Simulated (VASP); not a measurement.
A run of VASP 6.6.1 is set up as follows.

Contents of INCAR:

```
PREC     = Accurate       # precision mode
ENCUT    = 520            # plane-wave cutoff, eV
EDIFF    = 1E-6           # SCF threshold, eV
ISMEAR   = 0              # smearing method
SIGMA    = 0.1            # smearing width, eV
LREAL    = F              # projectors in reciprocal space
LASPH    = T              # aspherical terms in the spheres
NELM     = 100            # most SCF steps
ALGO     = Normal         # electronic algorithm
ISIF     = 2              # what is computed and relaxed
LWAVE    = F              # write WAVECAR
LCHARG   = F              # write CHGCAR
GGA      = PS             # functional
ISYM     = 0            
NBANDS   = 15             # bands
```

KPOINTS

```
regular mesh
0
Gamma
  12 12 16
```

Contents of POSCAR:

```
TiC
1.0
    2.9726300465     -0.0000000013     -0.0000886777
   -0.0000000013      2.9726300465     -0.0000886777
    1.4862493456      1.4862493456      2.1669671968
Ti C
1 1
Direct
    0.0000000000      0.0000000000      0.0000000000
    0.5000000000      0.5000000000      0.0000000000
```

Potentials or basis: VASP PAW PBE potentials, release 64 (Ti_sv, C).

Command:

```console
$ cat potpaw_PBE.64/Ti_sv/POTCAR potpaw_PBE.64/C/POTCAR > POTCAR
$ mpirun -np 1 vasp_std > vasp.out
```

Predict the pressure.

10.0 GPa.

Predict the band gap on the k mesh.

zero (bands 8 and 9 overlap by 1.28 eV).

Stress tensor (GPa, compression positive):
```
14.98 -0.05  0.01
-0.05 14.98  0.01
 0.01  0.01  0.16
```

Caveat: the stress differs along the axes, from 0 to 15 GPa; the PAW data sets were made with another functional, which shifts forces and pressure a little.
